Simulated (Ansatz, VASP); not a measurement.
**BN in VASP and in Ansatz**

File POSCAR:

```
BN
1.0
    2.5651597657     -0.0239872778     -0.0471309765
   -1.3033534748      2.2350090923     -0.0520804080
   -0.1295438424     -0.2400850280      6.6587392368
B N
2 2
Direct
    0.3738456004      0.7155326981      0.2540171209
    0.6428345962      0.2617867750      0.7554932788
    0.2697373687      0.6322001519      0.7631166924
    0.7135824346      0.3904803750      0.2273729079
```

INCAR.step1

```
PREC = Accurate
ENCUT = 520
ISMEAR = 0
SIGMA = 0.05
LREAL = F
LASPH = T
NELM = 80
NBANDS = 16
GGA = PE
ALGO = Normal
EDIFF = 1E-4
LWAVE = T
LCHARG = F
```

Contents of INCAR.step2:

```
PREC = Accurate
ENCUT = 520
EDIFF = 1E-6
ISMEAR = 0
SIGMA = 0.05
LREAL = F
LASPH = T
NELM = 80
ALGO = Normal
ISIF = 2
LWAVE = F
LCHARG = F
METAGGA = R2SCAN
LMIXTAU = T
NBANDS = 16
ISTART = 1
```

The input KPOINTS:

```
regular mesh
0
Gamma
  12 12 4
```

Input for Ansatz:

```yaml
crystal:
  lattice:
    - [2.5651597657, -0.0239872778, -0.0471309765]
    - [-1.3033534748, 2.2350090923, -0.052080408]
    - [-0.1295438424, -0.240085028, 6.6587392368]
  atoms:
    - { symbol: B, position: [0.3738456004, 0.7155326981, 0.2540171209] }
    - { symbol: B, position: [0.6428345962, 0.261786775, 0.7554932788] }
    - { symbol: "N", position: [0.2697373687, 0.6322001519, 0.7631166924] }
    - { symbol: "N", position: [0.7135824346, 0.390480375, 0.2273729079] }
basis:
  ecutwfc: 500
kpoints:
  mp_grid: { grid: [12, 12, 4] }
hamiltonian:
  xc: r2scan
scf:
  occupations: { method: gaussian, width: 0.05 }
output:
  forces: true
  stress: true
  eigenvalues: true
```

Change from the starting cell: all atoms moved at random (sigma 0.1 Å a component), cell strained at random (sigma 0.03).

Alike in both runs: task single point; functional r2SCAN; k mesh 12 × 12 × 4; occupations gaussian, width 0.05 eV; no spin polarisation.

|  | VASP | Ansatz |
| --- | --- | --- |
| version | VASP 6.6.1 | Ansatz 0.2.0 |
| potentials or method | VASP PAW PBE potentials, release 64 (B, N), cutoff 520 eV | scalar-relativistic, plane waves, PAW |
| valence electrons in the cell | 16 | 16 |

Ansatz gave:

- gap on the k mesh at the Fermi level (eV): 3.48
- least direct gap on the mesh (eV): 4.23
- pressure (GPa): -12.6
- traceless stress, the component that is largest in VASP (GPa): 11.72
- rms of the force components (eV/Å): 2.143

Q: Which values does VASP return?

A: gap on the k mesh at the Fermi level (eV): 3.50; least direct gap on the mesh (eV): 4.25; pressure (GPa): -12.4; traceless stress, the component that is largest in VASP (GPa): 11.21; rms of the force components (eV/Å): 2.134.

VASP's potentials were made for PBE, not for r2SCAN. Atom by atom the forces differ by 0.011 eV/Å (rms over components). With one functional, cell and mesh, what is left measures potentials, basis and numerics.
